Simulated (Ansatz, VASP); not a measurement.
Sb3Pb in VASP and in Ansatz

INCAR

```
PREC = Accurate
ENCUT = 520
EDIFF = 1E-7
ISMEAR = 0
SIGMA = 0.1
LREAL = False
LASPH = True
NELM = 60
ALGO = Normal
ISIF = 2
LWAVE = False
LCHARG = False
GGA = PE
NBANDS = 22
```

The input KPOINTS:

```
Automatic mesh
0
Gamma
  10 10 10
```

The input POSCAR:

```
Sb3Pb
1.0
   -3.1179747511      3.1179747511      3.1179747511
    3.1179747511     -3.1179747511      3.1179747511
    3.1179747511      3.1179747511     -3.1179747511
Sb Pb
3 1
Direct
    0.0000000000      0.5000000000      0.5000000000
    0.5000000000      0.0000000000      0.5000000000
    0.5000000000      0.5000000000      0.0000000000
    0.0000000000      0.0000000000      0.0000000000
```

Input for Ansatz:

```yaml
crystal:
  lattice:
    - [-3.1179747511, 3.1179747511, 3.1179747511]
    - [3.1179747511, -3.1179747511, 3.1179747511]
    - [3.1179747511, 3.1179747511, -3.1179747511]
  atoms:
    - { symbol: Sb, position: [0.0, 0.5, 0.5] }
    - { symbol: Sb, position: [0.5, 0.0, 0.5] }
    - { symbol: Sb, position: [0.5, 0.5, 0.0] }
    - { symbol: Pb, position: [0.0, 0.0, 0.0] }
basis:
  ecutwfc: 420
kpoints:
  mp_grid: { grid: [10, 10, 10] }
hamiltonian:
  xc: pbe
scf:
  occupations: { method: gaussian, width: 0.1 }
output:
  forces: true
  stress: true
  eigenvalues: true
```

Alike in both runs: task single point; functional PBE; k mesh 10 × 10 × 10; occupations gaussian, width 0.1 eV; no spin polarisation.

|  | VASP | Ansatz |
| --- | --- | --- |
| version | VASP 6.6.1 | Ansatz 0.2.0 |
| potentials or method | VASP PAW PBE potentials, release 64 (Sb, Pb_d), cutoff 520 eV | scalar-relativistic, plane waves, PAW |
| valence electrons in the cell | 29 | 59 |

|  | VASP | Ansatz | Ansatz less VASP |
| --- | --- | --- | --- |
| gap on the k mesh at the Fermi level (eV) | none | none | - |
| pressure (GPa) | 1.5 | 1.6 | +0.05 |

A gap of «none» marks a metal or a gap that the smearing closes. VASP's potentials hold 29 valence electrons a cell and Ansatz's 59, so a difference there can come from the potentials and not from the codes.

Spin-orbit coupling is off throughout.
